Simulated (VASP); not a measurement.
Wanted: the native input for a VASP 6.6.1 run.

- Task: single point
- Functional: LDA
- Potentials or basis: VASP PAW LDA potentials, release 64 (Mn_pv, S)
- Cutoff: 520 eV
- k mesh: 9 × 9 × 9
- Occupations: fermi-dirac, width 0.05 eV
- Spin: collinear spin, ferromagnetic start
- Starting moments: [4.0, 0.0] μB
- Dipole correction: no
- Further INCAR settings: ALGO = Normal; EDIFF = 1e-06; NBANDS = 20

The structure of MnS lies in POSCAR:

```
MnS
1.0
    0.0000000000      2.6217488470      2.6217488470
    2.6217488470      0.0000000000      2.6217488470
    2.6217488470      2.6217488470      0.0000000000
Mn S
1 1
Direct
    0.0000000000      0.0000000000      0.0000000000
    0.5000000000      0.5000000000      0.5000000000
```

This cell differs from its parent crystal: volume scaled by 1.02.

One way to write it, as run:

INCAR

```
SYSTEM = MnS
PREC = Accurate
ENCUT = 520
EDIFF = 1E-6
ISMEAR = -1
SIGMA = 0.05
LREAL = .False.
LASPH = .True.
NELM = 150
ALGO = Normal
ISIF = 2
LWAVE = .False.
LCHARG = .True.
ISPIN = 2
MAGMOM = 4 0
LORBIT = 11
LMAXMIX = 4
GGA = CA
LELF = .True.
LVHAR = .True.
NBANDS = 20
```

KPOINTS

```
regular mesh
0
Gamma
  9 9 9
  0 0 0
```

Potentials or basis: VASP PAW LDA potentials, release 64 (Mn_pv, S).

Run with:

```console
$ cat potpaw_LDA.64/Mn_pv/POTCAR potpaw_LDA.64/S/POTCAR > POTCAR
$ mpirun -np 1 vasp_std > vasp.out
```

Results of the run:

```yaml
Pressure: -12.8 GPa
Net_moment: 4.57 μB per cell
Site_moments: Mn +4.12; S +0.10 μB
Valence_electrons_inside_the_program's_atomic_spheres: Mn 11.33; S 3.68
```

Caveat: a cell with one magnetic atom can't hold antiferromagnetic order, which such compounds often take.

Run time: 45 s on 1 thread of Intel(R) Xeon(R) Platinum 8259CL CPU @ 2.50GHz (Skylake/Cascade Lake), with other jobs on the host, peak memory 0.16 GiB.
